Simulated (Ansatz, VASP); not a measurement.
## One calculation of GaSb, two programs

```xyz
2
Lattice="0.0000 2.8918 2.8918 2.8918 0.0000 2.8918 2.8918 2.8918 0.0000" Properties=species:S:1:pos:R:3 pbc="T T T"
Ga    0.0000    0.0000    0.0000
Sb    2.8918    2.8918    2.8918
```

Change from the starting cell: species swapped into the SnSb type (Fm-3m, No. 225).

Alike in both runs: functional PBE; k mesh 6 × 6 × 6; occupations gaussian, width 0.2 eV; no spin polarisation.

Ansatz relaxed the structure, and its values are those at the end. VASP's run is a single point on that final structure, the one shown.

```csv
,VASP,Ansatz
version,VASP 6.6.1,Ansatz 0.2.0
potentials or method,"VASP PAW PBE potentials, release 64 (Ga_d, Sb), cutoff 500 eV","scalar-relativistic, plane waves, PAW"
valence electrons in the cell,18,28
```

```csv
,VASP,Ansatz,Ansatz less VASP
gap on the k mesh at the Fermi level (eV),none,none,-
pressure (GPa),0.7,0.7,-0.02
```

A gap of «none» marks a metal or a gap that the smearing closes. VASP's potentials hold 18 valence electrons a cell and Ansatz's 28, so a difference there can come from the potentials and not from the codes.

Neither program's run includes spin-orbit coupling.
